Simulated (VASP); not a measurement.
AlN, 2 atoms in the cell. Symmetry: I-4m2, No. 119, tetragonal system. Conventional cell: a = 3.120 Å, b = 3.120 Å, c = 4.281 Å, α = 90.00°, β = 90.00°, γ = 90.00°. Al (site symmetry -4m2) has 4 N at 1.89 Å within 2.5 Å. Within 2.5 Å of N (site symmetry -4m2) lie 4 Al at 1.89 Å. 

| Item | Value |
| --- | --- |
| Program | VASP 6.6.1 |
| Task | single point |
| Functional | PBE |
| Potentials or basis | VASP PAW PBE potentials, release 64 (Al, N) |
| Cutoff | 600 eV |
| k mesh | 10 × 10 × 10 |
| Occupations | fermi-dirac, width 0.05 eV |
| Spin | no spin polarisation |
| Dipole correction | no |
| Further INCAR settings | ALGO = Normal; EDIFF = 1e-06; NBANDS = 11 |

Potentials or basis: VASP PAW PBE potentials, release 64 (Al, N).

Launch:

```bash
$ cat potpaw_PBE.64/Al/POTCAR potpaw_PBE.64/N/POTCAR > POTCAR
$ mpirun -np 1 vasp_std > vasp.out
```

Hardware: 1 thread of Intel(R) Xeon(R) Platinum 8559C (Emerald Rapids), with other jobs on the host.

**Question.** Estimate the wall time of this run.

**Answer.** Wall time 17 s on 1 thread of Intel(R) Xeon(R) Platinum 8559C (Emerald Rapids), on a shared host, peak memory 0.16 GiB. Counts: scf iterations 12, k points 102.
